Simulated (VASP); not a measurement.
Runs of VASP 6.6.1 on Zn. The structure is that of space group P6_3/mmc (No. 194), or close to it. The cells are those of the table. 

```tsv
cell	k mesh	gap on the mesh (eV)	pressure (GPa)
a = 2.721, b = 2.721, c = 10.191 Å, angles 90.0, 90.0, 120.0°, 4 atoms	15 × 15 × 4	none	-1.9
a = 2.649, b = 2.649, c = 9.922 Å, angles 90.0, 90.0, 120.0°, 4 atoms	15 × 15 × 4	none	(a)
a = 2.686, b = 2.686, c = 10.058 Å, angles 90.0, 90.0, 120.0°, 4 atoms	13 × 13 × 4	none	0.3
a = 2.612, b = 2.612, c = 9.783 Å, angles 90.0, 90.0, 120.0°, 4 atoms	15 × 15 × 4	none	(b)
a = 2.686, b = 2.686, c = 10.058 Å, angles 90.0, 90.0, 120.0°, 4 atoms	15 × 15 × 4	none	0.4
a = 2.574, b = 2.574, c = 9.639 Å, angles 90.0, 90.0, 120.0°, 4 atoms	15 × 15 × 4	none	12.2
```

Alike in all rows: task single point; level revPBE; potentials or basis VASP PAW PBE potentials, release 64 (Zn); no spin polarisation; cutoff (eV) 520; smearing fermi-dirac 0.1 eV.

Question: Fill in the values left out.

Answer: (a) 3.4; (b) 7.3.

Caveats: the PAW data sets were made with another functional, which shifts forces and pressure a little.

A gap of «none» marks levels without a gap at the run's occupations.
